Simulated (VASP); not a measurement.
# Ta4O (P4/mmm) in VASP: a series of runs, part 2 of 2

VASP 6.6.1. The steps go on from the part before.

## 5. Single point, PBEsol

INCAR reads:

```
SYSTEM = Ta4O
ALGO     = Normal         ! electronic algorithm
EDIFF    = 1E-6           ! SCF threshold, eV
ENCUT    = 520            ! plane-wave cutoff, eV
GGA      = PS             ! functional
ISIF     = 2              ! what is computed and relaxed
ISMEAR   = 0              ! smearing method
LASPH    = .True.         ! aspherical terms in the spheres
LCHARG   = .False.        ! write CHGCAR
LREAL    = .False.        ! projectors in reciprocal space
LWAVE    = .False.        ! write WAVECAR
NBANDS   = 33             ! bands
NELM     = 60             ! most SCF steps
PREC     = Accurate       ! precision mode
SIGMA    = 0.1            ! smearing width, eV
```

KPOINTS reads:

```
k-points
0
Gamma
  10 10 4
  0 0 0
```

POSCAR reads:

```
Ta4O
1.0
    3.2574970000      0.0000000000      0.0000000000
    0.0000000000      3.2574970000      0.0000000000
    0.0000000000      0.0000000000      7.4093410000
Ta O
4 1
Direct
    0.0000000000      0.0000000000      0.5000000000
    0.5000000000      0.5000000000      0.7831580000
    0.5000000000      0.5000000000      0.2168420000
    0.0000000000      0.0000000000      0.0000000000
    0.5000000000      0.5000000000      0.5000000000
```

Potentials or basis: VASP PAW PBE potentials, release 64 (Ta_pv, O).

The run is started by

```console
$ cat potpaw_PBE.64/Ta_pv/POTCAR potpaw_PBE.64/O/POTCAR > POTCAR
$ mpirun -np 1 vasp_std > vasp.out
```

OUTCAR:

```text
SYSTEM = Ta4O
   EDIFF = 1E-6
   ENCUT = 520
   GGA = PS
   ISIF = 2
   ISMEAR = 0
   LASPH = .True.
   LREAL = .False.
   NELM = 60
   PREC = Accurate

 ion  position               nearest neighbor table
   1  0.000  0.000  0.500-   5 2.30   5 2.30   5 2.30   5 2.30   3 3.12   3 3.12   2 3.12   3 3.12
                             2 3.12   2 3.12   3 3.12   2 3.12
   2  0.500  0.500  0.783-   5 2.10   4 2.81   4 2.81   4 2.81   4 2.81   1 3.12   1 3.12   1 3.12
                             1 3.12   3 3.21
   3  0.500  0.500  0.217-   5 2.10   4 2.81   4 2.81   4 2.81   4 2.81   1 3.12   1 3.12   1 3.12
                             1 3.12   2 3.21
   4  0.000  0.000  0.000-   2 2.81   3 2.81   2 2.81   3 2.81   2 2.81   3 2.81   2 2.81   3 2.81

   5  0.500  0.500  0.500-   2 2.10   3 2.10   1 2.30   1 2.30   1 2.30   1 2.30

  LATTYP: Found a simple tetragonal cell.
 ALAT       =     3.2574970000
 C/A-ratio  =     2.2745503680

  Lattice vectors:

 A1 = (   3.2574970000,   0.0000000000,   0.0000000000)
 A2 = (   0.0000000000,   3.2574970000,   0.0000000000)
 A3 = (   0.0000000000,   0.0000000000,   7.4093410000)

Analysis of symmetry for initial positions (statically):
=====================================================================
[... 175 lines left out ...]

  energy without entropy =      -58.49141235  energy(sigma->0) =      -58.49683268

 E-fermi :   6.2399     XC(G=0): -12.7296

 val. band max:        6.2381612521   @ k =   0.3000   0.2000   0.0000
 cond. band min:       6.2533673987   @ k =   0.2000   0.0000   0.5000
 fundamental gap:      0.0152061466
 Fermi energy:         6.2398871096

 k-point     1 :       0.0000    0.0000    0.0000
  band No.  band energies     occupation
      1     -29.3043      2.00000
      2     -29.3043      2.00000
      3     -28.9189      2.00000
      4     -28.3421      2.00000
      5     -28.2185      2.00000
      6     -28.0056      2.00000
[... 853 lines left out ...]
     32       8.7554      0.00000
     33       8.9344      0.00000

 [... further k-points ...]
[... 5 lines left out ...]
  --------------------------------------------------------------------------------------
  -------------------------------------------------------------------------------------
  Total       -3.8080023     -3.8080023     -3.9516303      0.0000000      0.0000000      0.0000000
  in kB      -77.5997193    -77.5997193    -80.5265811      0.0000000      0.0000000      0.0000000
  external PRESSURE =     -78.5753399 kB  Pullay stress =       0.0000000 kB

 VOLUME and BASIS-vectors are now :
 -----------------------------------------------------------------------------
  energy-cutoff  :      520.00
  volume of cell :       78.62
      direct lattice vectors                 reciprocal lattice vectors
     3.257497000  0.000000000  0.000000000     0.306984166  0.000000000  0.000000000
     0.000000000  3.257497000  0.000000000     0.000000000  0.306984166  0.000000000
     0.000000000  0.000000000  7.409341000     0.000000000  0.000000000  0.134964769

 POSITION                                       TOTAL-FORCE (eV/Angst)
 -----------------------------------------------------------------------------------
      0.00000      0.00000      3.70467         0.000000      0.000000      0.000000
      1.62875      1.62875      5.80268         0.000000     -0.000000     -0.057655
      1.62875      1.62875      1.60666        -0.000000      0.000000      0.057655
      0.00000      0.00000      0.00000         0.000000      0.000000      0.000000
      1.62875      1.62875      3.70467         0.000000      0.000000      0.000000
 -----------------------------------------------------------------------------------
    total drift:                                0.000000     -0.000000      0.000000

  FREE ENERGIE OF THE ION-ELECTRON SYSTEM (eV)
  ---------------------------------------------------
  free  energy   TOTEN  =       -58.5022530093 eV

  energy  without entropy=      -58.4914123521  energy(sigma->0) =      -58.49683268
```

It took 3.3 min on 1 thread of AMD EPYC 7R43 (Zen 3), shared host; peak memory 0.22 GiB.

Results:

```
Free energy            : -58.5023 eV
Pressure               : -7.9 GPa
Largest force          : 0.058 eV/Å
Band gap on the k mesh : zero (band 25 reaches 6.69 eV, above the bottom of band 26 at 5.82 eV)
```

Forces on the atoms (eV/Å):
```
Ta   0.000  0.000  0.000
Ta   0.000  0.000 -0.058
Ta   0.000  0.000  0.058
Ta   0.000  0.000  0.000
O    0.000  0.000  0.000
```

Stress tensor (GPa, compression positive):
```
-7.76  0.00  0.00
 0.00 -7.76  0.00
 0.00  0.00 -8.05
```

Caveat: the PAW data sets were made with another functional, which shifts forces and pressure a little; spin-orbit coupling is left out, which moves the levels of the heavy elements.

## 6. Single point, r2SCAN

This run uses another cell than the first one, of 15.42 Å³/atom, 0.981 times its volume.

POSCAR reads:

```
Ta4O
1.0
    3.2425477260      0.0000000000      0.0000000000
    0.0000000000      3.2425477260      0.0000000000
    0.0000000000      0.0000000000      7.3320861954
Ta O
4 1
Direct
    0.0000000000      0.0000000000      0.5000000000
    0.5000000000      0.5000000000      0.7824172500
    0.5000000000      0.5000000000      0.2175827500
    0.0000000000      0.0000000000      0.0000000000
    0.5000000000      0.5000000000      0.5000000000
```

INCAR.step1 reads:

```
SYSTEM = Ta4O
ALGO     = Normal         ! electronic algorithm
EDIFF    = 1E-4           ! SCF threshold, eV
ENCUT    = 520            ! plane-wave cutoff, eV
GGA      = PE             ! functional
ISMEAR   = 0              ! smearing method
LASPH    = .True.         ! aspherical terms in the spheres
LCHARG   = .False.        ! write CHGCAR
LREAL    = .False.        ! projectors in reciprocal space
LWAVE    = .True.         ! write WAVECAR
NBANDS   = 33             ! bands
NELM     = 80             ! most SCF steps
PREC     = Accurate       ! precision mode
SIGMA    = 0.1            ! smearing width, eV
```

INCAR.step2 reads:

```
SYSTEM = Ta4O
ALGO     = Normal         ! electronic algorithm
EDIFF    = 1E-6           ! SCF threshold, eV
ENCUT    = 520            ! plane-wave cutoff, eV
ISIF     = 2              ! what is computed and relaxed
ISMEAR   = 0              ! smearing method
ISTART   = 1            
LASPH    = .True.         ! aspherical terms in the spheres
LCHARG   = .True.         ! write CHGCAR
LELF     = .True.         ! ELF
LMIXTAU  = .True.       
LREAL    = .False.        ! projectors in reciprocal space
LVHAR    = .True.       
LWAVE    = .False.        ! write WAVECAR
METAGGA  = R2SCAN         ! meta-GGA
NBANDS   = 33             ! bands
NELM     = 80             ! most SCF steps
PREC     = Accurate       ! precision mode
SIGMA    = 0.1            ! smearing width, eV
```

KPOINTS reads:

```
k-points
0
Gamma
  12 12 6
  0 0 0
```

Potentials or basis: VASP PAW PBE potentials, release 64 (Ta_pv, O).

The run is started by

```console
$ cat potpaw_PBE.64/Ta_pv/POTCAR potpaw_PBE.64/O/POTCAR > POTCAR
$ cp INCAR.step1 INCAR
$ mpirun -np 1 vasp_std > vasp.out
$ cp INCAR.step2 INCAR
$ mpirun -np 1 vasp_std > vasp.out
```

Run time: 28 min. Hardware: 1 thread of AMD EPYC 7R13, shared host; peak memory 0.31 GiB.

It converged, with:

```
Free energy            : -203.5471 eV
Pressure               : 0.9 GPa
Largest force          : 0.035 eV/Å
Band gap on the k mesh : zero (band 25 reaches 7.08 eV, above the bottom of band 26 at 5.94 eV)
```

Forces on the atoms (eV/Å):
```
Ta   0.000  0.000  0.000
Ta   0.000  0.000  0.035
Ta   0.000  0.000 -0.035
Ta   0.000  0.000  0.000
O    0.000  0.000  0.000
```

Stress tensor (GPa, compression positive):
```
0.87 0.00 0.00
0.00 0.87 0.00
0.00 0.00 0.97
```

Levels at points of the mesh, in eV from the Fermi level:
```
           k point  band 21  band 22  band 23  band 24  band 25  band 26  band 27  band 28  band 29  band 30
(0.00, 0.00, 0.00)    -2.66    -1.65    -0.46    -0.46     0.16     0.66     1.06     1.06     1.63     1.81
(0.50, 0.00, 0.00)    -1.61    -1.18    -0.99    -0.72     0.17     0.96     1.02     1.29     1.80     2.31
(0.50, 0.50, 0.00)    -2.23    -1.67    -1.67    -0.75    -0.75     1.99     2.78     2.84     2.84     3.30
(0.00, 0.00, 0.50)    -3.71    -0.56    -0.56    -0.49     0.55     0.76     0.76     1.07     1.15     2.04
(0.50, 0.00, 0.50)    -1.86    -1.26    -1.07    -0.76    -0.53     1.12     1.37     1.83     1.98     2.49
(0.50, 0.50, 0.50)    -2.93    -1.82    -1.82    -0.10    -0.10     2.00     2.04     2.04     3.30     3.31
```

Caveat: the PAW data sets were made with another functional, which shifts forces and pressure a little; spin-orbit coupling is left out, which moves the levels of the heavy elements.

## 7. The runs side by side

| level | cell | k mesh | gap on the mesh (eV) | pressure (GPa) | largest force (eV/Å) |
| --- | --- | --- | --- | --- | --- |
| PBEsol | a = 3.257, b = 3.257, c = 7.409 Å, 5 atoms | 6 × 6 × 2 | none | -7.8 | 0.10 |
| PBEsol | a = 3.257, b = 3.257, c = 7.409 Å, 5 atoms | 8 × 8 × 4 | none | -7.8 | 0.02 |
| PBEsol | a = 3.257, b = 3.257, c = 7.409 Å, 5 atoms | 6 × 6 × 4 | none | -7.8 | 0.15 |
| PBEsol | a = 3.257, b = 3.257, c = 7.409 Å, 5 atoms | 10 × 10 × 4 | none | -7.9 | 0.06 |
| r2SCAN | a = 3.243, b = 3.243, c = 7.332 Å, 5 atoms | 12 × 12 × 6 | none | 0.9 | 0.04 |

Alike in all rows: task single point; potentials or basis VASP PAW PBE potentials, release 64 (Ta_pv, O); no spin polarisation; cutoff (eV) 520; smearing gaussian 0.1 eV.

Caveats: some runs use coarse meshes; the PAW data sets were made with another functional, which shifts forces and pressure a little; spin-orbit coupling is left out, which moves the levels of the heavy elements.

Absolute energies hang on the potentials; compare differences alone.
